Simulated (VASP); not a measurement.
# CaO (P6_3/mmc) in VASP: a series of runs, part 2 of 2

VASP 6.6.1. The steps go on from the part before.

## 3. Single point, r2SCAN (biaxial xy strain +3.7%)

File POSCAR:

```
CaO
1.0
    3.4434382777      0.0000000000      0.0000000000
   -1.7217191388      2.9821050248      0.0000000000
    0.0000000000      0.0000000000      5.8143085363
Ca O
2 2
Direct
    0.0000000000      0.0000000000      0.0000000000
    0.0000000000      0.0000000000      0.5000000000
    0.3333333333      0.6666666667      0.2500000000
    0.6666666667      0.3333333333      0.7500000000
```

File INCAR.step1:

```
SYSTEM = CaO
ALGO = Normal ; EDIFF = 1E-4
ENCUT = 520 ; GGA = PE
ISMEAR = 0 ; LASPH = .True.
LCHARG = .False. ; LREAL = .False.
LWAVE = .True. ; NBANDS = 24
NELM = 60 ; PREC = Accurate
SIGMA = 0.01
```

File INCAR.step2:

```
SYSTEM = CaO
ALGO = Normal ; EDIFF = 1E-6
ENCUT = 520 ; ISIF = 2
ISMEAR = 0 ; ISTART = 1
LASPH = .True. ; LCHARG = .True.
LELF = .True. ; LMIXTAU = .True.
LREAL = .False. ; LVHAR = .True.
LWAVE = .False. ; METAGGA = R2SCAN
NBANDS = 24 ; NELM = 60
PREC = Accurate ; SIGMA = 0.01
```

File KPOINTS:

```
k-points
0
Gamma
  12 12 4
  0 0 0
```

Potentials or basis: VASP PAW PBE potentials, release 64 (Ca_sv, O).

Started as:

```console
cat potpaw_PBE.64/Ca_sv/POTCAR potpaw_PBE.64/O/POTCAR > POTCAR
cp INCAR.step1 INCAR
mpirun -np 1 vasp_std > vasp.out
cp INCAR.step2 INCAR
mpirun -np 1 vasp_std > vasp.out
```

OUTCAR:

```text
SYSTEM = CaO
   EDIFF = 1E-6
   ENCUT = 520
   ISIF = 2
   ISMEAR = 0
   ISTART = 1
   LASPH = .True.
   LREAL = .False.
   METAGGA = R2SCAN
   NELM = 60
   PREC = Accurate

 ion  position               nearest neighbor table
   1  0.000  0.000  0.000-   3 2.46   4 2.46   3 2.46   4 2.46   4 2.46   3 2.46   2 2.91   2 2.91

   2  0.000  0.000  0.500-   3 2.46   4 2.46   3 2.46   4 2.46   4 2.46   3 2.46   1 2.91   1 2.91

   3  0.333  0.667  0.250-   1 2.46   2 2.46   1 2.46   2 2.46   1 2.46   2 2.46
   4  0.667  0.333  0.750-   1 2.46   2 2.46   1 2.46   2 2.46   1 2.46   2 2.46

  LATTYP: Found a hexagonal cell.
 ALAT       =     3.4434382777
 C/A-ratio  =     1.6885182969

  Lattice vectors:

 A1 = (   3.4434382777,   0.0000000000,   0.0000000000)
 A2 = (  -1.7217191388,   2.9821050248,   0.0000000000)
 A3 = (   0.0000000000,   0.0000000000,   5.8143085363)

Analysis of symmetry for initial positions (statically):
=====================================================================
 Subroutine PRICEL returns:
 Original cell was already a primitive cell.

 Routine SETGRP: Setting up the symmetry group for a
 hexagonal supercell.

 Subroutine GETGRP returns: Found 24 space group operations
 (whereof 12 operations were pure point group operations)
 out of a pool of 24 trial point group operations.

The static configuration has the point symmetry D_3d.
 The point group associated with its full space group is D_6h.

Analysis of symmetry for dynamics (positions and initial velocities):
=====================================================================
 Subroutine PRICEL returns:
 Original cell was already a primitive cell.

 Routine SETGRP: Setting up the symmetry group for a
 hexagonal supercell.

 Subroutine GETGRP returns: Found 24 space group operations
 (whereof 12 operations were pure point group operations)
[... 119 lines left out ...]
   NUPDOWN=      -1.0000    fix difference up-down
   EMIN   =  10.00;   EMAX   =-10.00  energy-range for DOS
   EFERMI =   0.00;   METHOD = LEGACY
   ISMEAR =     0;   SIGMA  =   0.01  broadening in eV -4-tet -1-fermi 0-gaus
   EFERMI_NEDOS =   21; number of points for ismear=-14 and -15
   IALGO  =     38    algorithm
   IMIX   =      4    mixing-type and parameters
     AMIX     =   0.40;   BMIX     =  1.00
     AMIX_MAG =   1.60;   BMIX_MAG =  1.00
  volume/ion in A,a.u.               =      14.93       100.73
  Fermi-wavevector in a.u.,A,eV,Ry     =   1.329802  2.512962 24.060188  1.768374
  Thomas-Fermi vector in A             =   2.458937
   LORBIT       =      0    0 simple, 1 ext, 2 COOP (PROOUT), +10 PAW based schemes
   METAGGA = R2SCAN    functional components
   LHFCALC =     F    Hartree Fock is set to
   AEXX    =    0.0000 exact exchange contribution
   IVDW    =     0    specifies the selected vdW correction
   LEPSILON=     F    determine dielectric tensor
   LRPA    =     F    only Hartree local field effects (RPA)
 non-spin polarized calculation
 Gauss-broadening in eV      SIGMA  =   0.01
  energy-cutoff  :      520.00
  volume of cell :       59.71
 maximum number of plane-waves:      1629
 NGX is ok and might be reduce to    28
   NGX = 13   NGY = 13   NGZ = 21

 number of electron      31.9999998 magnetization

 Free energy of the ion-electron system (eV)
  ---------------------------------------------------
  ext. energy  EPLUGINS =         0.00000000
  ---------------------------------------------------
  free energy    TOTEN  =       -38.14175603 eV

  energy without entropy =      -38.14175603  energy(sigma->0) =      -38.14175603

 E-fermi :   1.7579     XC(G=0): -10.6803

 val. band max:        1.6874365070   @ k =   0.0000   0.0000   0.0000
 cond. band min:       6.1196534196   @ k =   0.0000   0.0000   0.0000
 fundamental gap:      4.4322169126
 Fermi energy:         1.7578868266

 k-point     1 :       0.0000    0.0000    0.0000
  band No.  band energies     occupation
      1     -38.0596      2.00000
      2     -37.8986      2.00000
      3     -19.1766      2.00000
      4     -17.9751      2.00000
      5     -17.9751      2.00000
      6     -17.8419      2.00000
[... 637 lines left out ...]
     23      10.4643      0.00000
     24      10.7448      0.00000

 [... further k-points ...]
[... 5 lines left out ...]
  --------------------------------------------------------------------------------------
  -------------------------------------------------------------------------------------
  Total       -3.3225043     -3.3225043     -0.1907496     -0.0000000      0.0000000      0.0000000
  in kB      -89.1585145    -89.1585145     -5.1187137     -0.0000000      0.0000000      0.0000000
  external PRESSURE =     -61.1452476 kB  Pullay stress =       0.0000000 kB

 VOLUME and BASIS-vectors are now :
 -----------------------------------------------------------------------------
  energy-cutoff  :      520.00
  volume of cell :       59.71
      direct lattice vectors                 reciprocal lattice vectors
     3.443438278  0.000000000  0.000000000     0.290407412  0.167666798  0.000000000
    -1.721719139  2.982105025  0.000000000     0.000000000  0.335333595  0.000000000
     0.000000000  0.000000000  5.814308536     0.000000000  0.000000000  0.171989497

 POSITION                                       TOTAL-FORCE (eV/Angst)
 -----------------------------------------------------------------------------------
      0.00000      0.00000      0.00000        -0.000000      0.000000      0.000000
      0.00000      0.00000      2.90715        -0.000000      0.000000      0.000000
     -0.00000      1.98807      1.45358        -0.000000      0.000000      0.000000
      1.72172      0.99404      4.36073         0.000000     -0.000000     -0.000000
 -----------------------------------------------------------------------------------
    total drift:                                0.000000     -0.000000      0.000000

  FREE ENERGIE OF THE ION-ELECTRON SYSTEM (eV)
  ---------------------------------------------------
  free  energy   TOTEN  =       -38.1417560293 eV

  energy  without entropy=      -38.1417560293  energy(sigma->0) =      -38.14175603
```

OUTCAR.step1:

```text
SYSTEM = CaO
   EDIFF = 1E-4
   ENCUT = 520
   GGA = PE
   ISMEAR = 0
   LASPH = .True.
   LREAL = .False.
   NELM = 60
[... 880 lines left out ...]
      0.00000      0.00000      2.90715        -0.000000      0.000000      0.000000
     -0.00000      1.98807      1.45358        -0.000000      0.000000     -0.000000
      1.72172      0.99404      4.36073         0.000000     -0.000000      0.000000
 -----------------------------------------------------------------------------------
    total drift:                                0.000000     -0.000000      0.000000

  FREE ENERGIE OF THE ION-ELECTRON SYSTEM (eV)
  ---------------------------------------------------
  free  energy   TOTEN  =       -24.8980051964 eV

  energy  without entropy=      -24.8980051964  energy(sigma->0) =      -24.89800520
```

OSZICAR.step1:

```text
N       E                     dE             d eps       ncg     rms          rms(c)
DAV:   1     0.312327581235E+03    0.31233E+03   -0.16423E+04  2736   0.135E+03
DAV:   2    -0.533766818628E+01   -0.31767E+03   -0.30076E+03  3168   0.385E+02
DAV:   3    -0.277157378627E+02   -0.22378E+02   -0.22193E+02  4560   0.991E+01
DAV:   4    -0.283692289314E+02   -0.65349E+00   -0.65283E+00  3600   0.150E+01
DAV:   5    -0.283776899003E+02   -0.84610E-02   -0.84606E-02  4048   0.157E+00    0.122E+01
DAV:   6    -0.249463380854E+02    0.34314E+01   -0.19014E+01  3792   0.274E+01    0.522E+00
DAV:   7    -0.249014376026E+02    0.44900E-01   -0.19825E+00  3592   0.900E+00    0.262E+00
DAV:   8    -0.249052685455E+02   -0.38309E-02   -0.25933E-01  3088   0.358E+00    0.781E-01
DAV:   9    -0.248963084823E+02    0.89601E-02   -0.82843E-02  4448   0.155E+00    0.195E-01
DAV:  10    -0.248981214332E+02   -0.18130E-02   -0.88492E-03  3352   0.629E-01    0.835E-02
DAV:  11    -0.248980489748E+02    0.72458E-04   -0.20176E-03  3160   0.246E-01    0.524E-02
DAV:  12    -0.248980051964E+02    0.43778E-04   -0.25835E-04  2400   0.107E-01
   1 F= -.24898005E+02 E0= -.24898005E+02  d E =-.433246E-84
```

Run time: 8.2 min. Hardware: 1 thread of Intel Xeon 8259CL, shared host; peak memory 0.24 GiB.

Results:

| Item | Value |
| --- | --- |
| Free energy | -38.1418 eV |
| Pressure | -6.1 GPa |
| Band gap on the k mesh | 4.43 eV |

Stress tensor (GPa, compression positive):
```
-8.92  0.00  0.00
 0.00 -8.92  0.00
 0.00  0.00 -0.51
```

Levels at points of the mesh, in eV from the valence-band top:
```
           k point  band 12  band 13  band 14  band 15  band 16  band 17  band 18  band 19  band 20  band 21
(0.00, 0.00, 0.00)    -1.02    -1.02    -0.10     0.00     0.00     4.43     5.03     6.70     6.70     7.19
(0.50, 0.00, 0.00)    -1.37    -1.13    -1.11    -0.75    -0.37     4.45     6.68     7.14     7.83     8.52
(0.00, 0.00, 0.50)    -1.46    -0.55    -0.55    -0.55    -0.55     6.45     6.45     6.92     6.92     7.39
(0.50, 0.00, 0.50)    -1.91    -0.88    -0.88    -0.74    -0.74     5.68     5.68     8.32     8.32     8.47
```

Caveat: the cell differs from its parent crystal (biaxial xy strain +3.7%); the stress differs along the axes, from -9 to -1 GPa; the PAW data sets were made with another functional, which shifts forces and pressure a little.
